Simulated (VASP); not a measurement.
# In (Fm-3m) in VASP: single point with LDA

Aim: the single point of In with LDA.

Program: VASP 6.6.1. These are calculated values, not measurements. Logs are shortened: lines on timing, memory, paths and dates and some standing lists are left out, and cuts for length are marked.

## (1) The cell of the first run

Symmetry: Fm-3m, No. 225, cubic system. The conventional cell has a = 4.631 Å, b = 4.631 Å, c = 4.631 Å, α = 90.00°, β = 90.00°, γ = 90.00°. In (site symmetry m-3m) has 12 In at 3.27 Å within 4.3 Å.

## (2) Single point, LDA

The input, INCAR:

```
SYSTEM = In
  PREC = Accurate
  ENCUT = 520
  EDIFF = 1E-6
  ISMEAR = -1
  SIGMA = 0.13605693000000002
  LREAL = .FALSE.
  LASPH = .TRUE.
  NELM = 60
  ALGO = Normal
  ISIF = 2
  LWAVE = .FALSE.
  LCHARG = .FALSE.
  GGA = CA
  NBANDS = 12
```

The input, KPOINTS:

```
regular mesh
0
G
  12 12 12
  0 0 0
```

The input, POSCAR:

```
In
1.0
    0.0000000000      2.3153665450      2.3153665450
    2.3153665450      0.0000000000      2.3153665450
    2.3153665450      2.3153665450      0.0000000000
In
1
Direct
    0.0000000000      0.0000000000      0.0000000000
```

Potentials or basis: VASP PAW LDA potentials, release 64 (In_d).

The run is started by

```
$ cat potpaw_LDA.64/In_d/POTCAR > POTCAR
$ mpirun -np 1 vasp_std > vasp.out
```

OUTCAR:

```text
SYSTEM = In
   PREC = Accurate
   ENCUT = 520
   EDIFF = 1E-6
   ISMEAR = -1
   LREAL = .FALSE.
   LASPH = .TRUE.
   NELM = 60
   ISIF = 2
   GGA = CA

 ion  position               nearest neighbor table
   1  0.000  0.000  0.000-

  LATTYP: Found a face centered cubic cell.
 ALAT       =     4.6307330900

  Lattice vectors:

 A1 = (   0.0000000000,   2.3153665450,   2.3153665450)
 A2 = (   2.3153665450,   0.0000000000,   2.3153665450)
 A3 = (   2.3153665450,   2.3153665450,   0.0000000000)

Analysis of symmetry for initial positions (statically):
=====================================================================
 Subroutine PRICEL returns:
 Original cell was already a primitive cell.

 Routine SETGRP: Setting up the symmetry group for a
 face centered cubic supercell.

 Subroutine GETGRP returns: Found 48 space group operations
 (whereof 48 operations were pure point group operations)
 out of a pool of 48 trial point group operations.

The static configuration has the point symmetry O_h .

Analysis of symmetry for dynamics (positions and initial velocities):
=====================================================================
 Subroutine PRICEL returns:
 Original cell was already a primitive cell.

 Routine SETGRP: Setting up the symmetry group for a
 face centered cubic supercell.

 Subroutine GETGRP returns: Found 48 space group operations
 (whereof 48 operations were pure point group operations)
 out of a pool of 48 trial point group operations.

The dynamic configuration has the point symmetry O_h .

 Subroutine INISYM returns: Found 48 space group operations
 (whereof 48 operations are pure point group operations),
 and found     1 'primitive' translations

----------------------------------------------------------------------------------------

                                     Primitive cell

  volume of cell :      24.8250

  direct lattice vectors                    reciprocal lattice vectors
     0.000000000  2.315366545  2.315366545    -0.215948529  0.215948529  0.215948529
     2.315366545  0.000000000  2.315366545     0.215948529 -0.215948529  0.215948529
     2.315366545  2.315366545  0.000000000     0.215948529  0.215948529 -0.215948529

  length of vectors
     3.274422770  3.274422770  3.274422770     0.374033824  0.374033824  0.374033824

  position of ions in fractional coordinates (direct lattice)
     0.000000000  0.000000000  0.000000000

  ion indices of the primitive-cell ions
   primitive index   ion index
                 1           1

----------------------------------------------------------------------------------------

 KPOINTS: regular mesh

Automatic generation of k-mesh.
 Grid dimensions read from file:
 generate k-points for:   12   12   12

 Generating k-lattice:

  Cartesian coordinates                     Fractional coordinates (reciprocal lattice)
    -0.017995711  0.017995711  0.017995711     0.083333333  0.000000000  0.000000000
     0.017995711 -0.017995711  0.017995711     0.000000000  0.083333333  0.000000000
     0.017995711  0.017995711 -0.017995711     0.000000000  0.000000000  0.083333333

  Length of vectors
     0.031169485  0.031169485  0.031169485

  Shift w.r.t. Gamma in fractional coordinates (k-lattice)
     0.000000000  0.000000000  0.000000000

 Subroutine IBZKPT returns following result:
 ===========================================

 Found     72 irreducible k-points:

 Following reciprocal coordinates:
            Coordinates               Weight
  0.000000  0.000000  0.000000      1.000000
  0.083333  0.000000  0.000000      8.000000
  0.166667  0.000000  0.000000      8.000000
  0.250000  0.000000  0.000000      8.000000
  0.333333  0.000000  0.000000      8.000000
  0.416667  0.000000  0.000000      8.000000
[... 16 lines left out ...]
  0.500000  0.166667  0.000000     24.000000
 -0.416667  0.166667  0.000000     24.000000
 [... further k-points ...]
   k-points           NKPTS =     72   k-points in BZ     NKDIM =     72   number of bands    NBANDS=     12
   number of dos      NEDOS =    301   number of ions     NIONS =      1
   total plane-waves  NPLWV =  13824
   dimension x,y,z NGX =    24 NGY =   24 NGZ =   24
   dimension x,y,z NGXF=    48 NGYF=   48 NGZF=   48
   ions per type =               1
   NGX,Y,Z   is equivalent  to a cutoff of  12.19, 12.19, 12.19 a.u.
   NGXF,Y,Z  is equivalent  to a cutoff of  24.37, 24.37, 24.37 a.u.
 SYSTEM =  In
   PREC   = accura    normal or accurate (medium, high low for compatibility)
   ISTART =      0    job   : 0-new  1-cont  2-samecut
   ICHARG =      2    charge: 1-file 2-atom 10-const
   ISPIN  =      1    spin polarized calculation?
   LNONCOLLINEAR =      F non collinear calculations
   LSORBIT =      F    spin-orbit coupling
   LASPH  =      T    aspherical Exc in radial PAW
   ENCUT  =  520.0 eV  38.22 Ry    6.18 a.u.   6.09  6.09  6.09*2*pi/ulx,y,z
   NELM   =     60;   NELMIN=  2; NELMDL= -5     # of ELM steps
   EDIFF  = 0.1E-05   stopping-criterion for ELM
   LREAL  =      F    real-space projection
   EDIFFG = 0.1E-04   stopping-criterion for IOM
   NSW    =      0    number of steps for IOM
   IBRION =     -1    ionic relax: 0-MD 1-quasi-New 2-CG
   NFREE  =      0    steps in history (QN), initial steepest desc. (CG)
   ISIF   =      2    stress and relaxation
   ISYM   =      2    0-nonsym 1-usesym 2-fastsym
   POTIM  = 0.5000    time-step for ionic-motion
   TEBEG  =    0.0;   TEEND  =   0.0 temperature during run
   PSTRESS=    0.0 pullay stress
   NELECT =      13.0000    total number of electrons
   NUPDOWN=      -1.0000    fix difference up-down
   EMIN   =  10.00;   EMAX   =-10.00  energy-range for DOS
   EFERMI =   0.00;   METHOD = LEGACY
   ISMEAR =    -1;   SIGMA  =   0.14  broadening in eV -4-tet -1-fermi 0-gaus
   EFERMI_NEDOS =   21; number of points for ismear=-14 and -15
   IALGO  =     38    algorithm
   IMIX   =      4    mixing-type and parameters
     AMIX     =   0.40;   BMIX     =  1.00
     AMIX_MAG =   1.60;   BMIX_MAG =  1.00
  volume/ion in A,a.u.               =      24.82       167.53
  Fermi-wavevector in a.u.,A,eV,Ry     =   1.319551  2.493590 23.690668  1.741215
  Thomas-Fermi vector in A             =   2.449441
   LORBIT       =      0    0 simple, 1 ext, 2 COOP (PROOUT), +10 PAW based schemes
   GGA     = CA    functional components
   LHFCALC =     F    Hartree Fock is set to
   AEXX    =    0.0000 exact exchange contribution
   IVDW    =     0    specifies the selected vdW correction
   LEPSILON=     F    determine dielectric tensor
   LRPA    =     F    only Hartree local field effects (RPA)
 non-spin polarized calculation
  energy-cutoff  :      520.00
  volume of cell :       24.82
 maximum number of plane-waves:       692
   NGX = 13   NGY = 13   NGZ = 13

 number of electron      13.0000009 magnetization

 Free energy of the ion-electron system (eV)
  ---------------------------------------------------
  ext. energy  EPLUGINS =         0.00000000
  ---------------------------------------------------
  free energy    TOTEN  =        -3.22987424 eV

  energy without entropy =       -3.20241320  energy(sigma->0) =       -3.21614372

 E-fermi :   7.8091     XC(G=0): -10.7798

 val. band max:        7.7623596075   @ k =  -0.3333   0.3333   0.0000
 cond. band min:       7.8571301182   @ k =  -0.3333   0.4167   0.0833
 fundamental gap:      0.0947705107
 Fermi energy:         7.8090916148

 k-point     1 :       0.0000    0.0000    0.0000
  band No.  band energies     occupation
      1      -6.7823      2.00000
      2      -6.7823      2.00000
      3      -6.7823      2.00000
      4      -6.5804      2.00000
      5      -6.5804      2.00000
      6      -2.1054      2.00000
      7      18.7641      0.00000
      8      18.7641      0.00000
      9      18.7641      0.00000
     10      19.5601      0.00000
     11      22.3246      0.00000
     12      22.3246      0.00000

 k-point     2 :       0.0833    0.0000    0.0000
  band No.  band energies     occupation
      1      -6.7851      2.00000
      2      -6.7686      2.00000
      3      -6.7686      2.00000
      4      -6.5820      2.00000
      5      -6.5820      2.00000
      6      -1.9471      2.00000
      7      16.9142      0.00000
      8      18.4937      0.00000
      9      18.4937      0.00000
     10      19.4199      0.00000
     11      22.7940      0.00000
     12      22.7940      0.00000

 k-point     3 :       0.1667    0.0000    0.0000
  band No.  band energies     occupation
      1      -6.7956      2.00000
      2      -6.7415      2.00000
      3      -6.7415      2.00000
      4      -6.5757      2.00000
      5      -6.5757      2.00000
      6      -1.4664      2.00000
      7      13.9664      0.00000
      8      17.9363      0.00000
      9      17.9363      0.00000
     10      19.3682      0.00000
     11      23.1863      0.00000
     12      23.6333      0.00000

 k-point     4 :       0.2500    0.0000    0.0000
  band No.  band energies     occupation
      1      -6.8158      2.00000
      2      -6.7336      2.00000
      3      -6.7336      2.00000
      4      -6.5366      2.00000
      5      -6.5366      2.00000
      6      -0.6528      2.00000
      7      11.0801      0.00000
      8      17.3720      0.00000
      9      17.3720      0.00000
     10      19.2681      0.00000
     11      22.4444      0.00000
     12      22.4517      0.00000

 k-point     5 :       0.3333    0.0000    0.0000
  band No.  band energies     occupation
      1      -6.8416      2.00000
      2      -6.7482      2.00000
      3      -6.7482      2.00000
      4      -6.4735      2.00000
      5      -6.4735      2.00000
      6       0.4976      2.00000
      7       8.4063      0.02450
      8      16.9128      0.00000
      9      16.9128      0.00000
     10      19.1051      0.00000
     11      21.5623      0.00000
     12      21.5623      0.00000

 k-point     6 :       0.4167    0.0000    0.0000
  band No.  band energies     occupation
      1      -6.8633      2.00000
      2      -6.7649      2.00000
      3      -6.7649      2.00000
      4      -6.4203      2.00000
      5      -6.4203      2.00000
      6       1.9716      2.00000
      7       6.0061      2.00000
      8      16.6133      0.00000
      9      16.6133      0.00000
     10      18.9441      0.00000
     11      21.0235      0.00000
     12      21.0235      0.00000

 k-point     7 :       0.5000    0.0000    0.0000
  band No.  band energies     occupation
      1      -6.8718      2.00000
      2      -6.7717      2.00000
      3      -6.7717      2.00000
      4      -6.3999      2.00000
      5      -6.3999      2.00000
      6       3.4281      2.00000
      7       4.2391      2.00000
      8      16.5089      0.00000
      9      16.5089      0.00000
     10      18.8772      0.00000
     11      20.8440      0.00000
     12      20.8440      0.00000

 k-point     8 :       0.0833    0.0833    0.0000
  band No.  band energies     occupation
      1      -6.7996      2.00000
      2      -6.7559      2.00000
      3      -6.7559      2.00000
      4      -6.5985      2.00000
      5      -6.5694      2.00000
      6      -1.8943      2.00000
      7      17.6122      0.00000
      8      17.6122      0.00000
      9      18.0928      0.00000
     10      18.8326      0.00000
     11      22.9398      0.00000
     12      23.4226      0.00000
[... 166 lines left out ...]
 k-point    20 :       0.2500    0.1667    0.0000
  band No.  band energies     occupation
      1      -6.8667      2.00000
      2      -6.6965      2.00000
      3      -6.6470      2.00000
      4      -6.6296      2.00000
      5      -6.5083      2.00000
      6      -0.6604      2.00000
      7      13.3733      0.00000
      8      15.0647      0.00000
      9      16.1733      0.00000
     10      17.8603      0.00000
     11      18.8743      0.00000
     12      25.5389      0.00000

 k-point    21 :       0.3333    0.1667    0.0000
  band No.  band energies     occupation
      1      -6.8704      2.00000
      2      -6.7280      2.00000
      3      -6.6456      2.00000
      4      -6.5866      2.00000
      5      -6.4538      2.00000
      6       0.2672      2.00000
      7      10.6280      0.00000
      8      14.6144      0.00000
      9      15.1506      0.00000
     10      17.3266      0.00000
     11      20.5467      0.00000
     12      25.1261      0.00000

 k-point    22 :       0.4167    0.1667    0.0000
  band No.  band energies     occupation
      1      -6.8665      2.00000
      2      -6.7460      2.00000
      3      -6.6623      2.00000
      4      -6.5483      2.00000
      5      -6.4071      2.00000
      6       1.5237      2.00000
      7       8.0904      0.22453
      8      14.0642      0.00000
      9      14.4886      0.00000
     10      17.1247      0.00000
     11      22.6295      0.00000
     12      24.1562      0.00000

 k-point    23 :       0.5000    0.1667    0.0000
  band No.  band energies     occupation
      1      -6.8564      2.00000
      2      -6.7545      2.00000
      3      -6.6796      2.00000
      4      -6.5130      2.00000
      5      -6.3946      2.00000
      6       3.0683      2.00000
      7       5.8536      2.00000
      8      13.1665      0.00000
      9      14.7068      0.00000
     10      17.2082      0.00000
     11      23.3925      0.00000
     12      23.6182      0.00000

 k-point    24 :      -0.4167    0.1667    0.0000
  band No.  band energies     occupation
      1      -6.8360      2.00000
      2      -6.7600      2.00000
      3      -6.6882      2.00000
      4      -6.4868      2.00000
      5      -6.4247      2.00000
      6       3.5875      2.00000
      7       5.2446      2.00000
      8      12.5454      0.00000
      9      15.2716      0.00000
     10      17.5485      0.00000
     11      22.8628      0.00000
     12      23.1473      0.00000

 [... further k-points ...]
[... 5 lines left out ...]
  --------------------------------------------------------------------------------------
  -------------------------------------------------------------------------------------
  Total       -0.0658052     -0.0658052     -0.0658052     -0.0000000     -0.0000000      0.0000000
  in kB       -4.2469950     -4.2469950     -4.2469950     -0.0000000     -0.0000000      0.0000000
  external PRESSURE =      -4.2469950 kB  Pullay stress =       0.0000000 kB

 VOLUME and BASIS-vectors are now :
 -----------------------------------------------------------------------------
  energy-cutoff  :      520.00
  volume of cell :       24.82
      direct lattice vectors                 reciprocal lattice vectors
     0.000000000  2.315366545  2.315366545    -0.215948529  0.215948529  0.215948529
     2.315366545  0.000000000  2.315366545     0.215948529 -0.215948529  0.215948529
     2.315366545  2.315366545  0.000000000     0.215948529  0.215948529 -0.215948529

 POSITION                                       TOTAL-FORCE (eV/Angst)
 -----------------------------------------------------------------------------------
      0.00000      0.00000      0.00000         0.000000      0.000000      0.000000
 -----------------------------------------------------------------------------------
    total drift:                               -0.000000      0.000000      0.000000

  FREE ENERGIE OF THE ION-ELECTRON SYSTEM (eV)
  ---------------------------------------------------
  free  energy   TOTEN  =        -3.2298742385 eV

  energy  without entropy=       -3.2024131965  energy(sigma->0) =       -3.21614372
```

Wall time 8 s (1 thread of Intel Xeon Platinum 8259CL at 2.50GHz (Skylake/Cascade Lake), shared host); peak memory 0.13 GiB.

What came out:

* Free energy: -3.2299 eV
* Pressure: -0.4 GPa

Caveat: spin-orbit coupling is left out, which moves the levels of the heavy elements.
